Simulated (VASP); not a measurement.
The system is Ag.

```
Ag
1.0
     0.00000    2.04275    2.04275
     2.04275    0.00000    2.04275
     2.04275    2.04275    0.00000
Ag
1
Direct
  0.00000 0.00000 0.00000
```

* Program: VASP 6.6.1
* Task: relaxation of cell and atoms
* Functional: PBE
* Dispersion: D4
* Potentials or basis: VASP PAW PBE potentials, release 64 (Ag)
* Cutoff: 600 eV
* k mesh: 8 × 8 × 8
* Occupations: methfessel-paxton, width 0.2 eV
* Spin: non-collinear spin, zero start, spin-orbit coupling
* Starting moments: [[0.0, 0.0, 0.0]] μB
* Hubbard terms: Ag d U = 7.5 eV

At the start: pressure -2.4 GPa; volume 17.05 Å³/atom.

**Question.** How do energy, volume and symmetry change on relaxing?

**Answer.** Over 3 steps the energy falls by 3.0 meV/atom and the volume is 16.63 Å³/atom (-2.5 %); space group Fm-3m (No. 225, to 0.05 Å); moment 0.00 μB per cell.

The path:
```tsv
step	energy change (eV)	largest force (eV/Å)	pressure (GPa)	volume (Å³)
1	0.0000	0.0000	-2.41	17.05
2	-0.0024	0.0000	0.91	16.42
3	-0.0030	0.0000	-0.11	16.63
```

Final structure:
```
Ag
1.0
     0.00000    2.02575    2.02575
     2.02575    0.00000    2.02575
     2.02575    2.02575    0.00000
Ag
1
Cartesian
  0.0000 0.0000 0.0000
```

Caveat: the U is typed as a test and isn't derived for this compound.
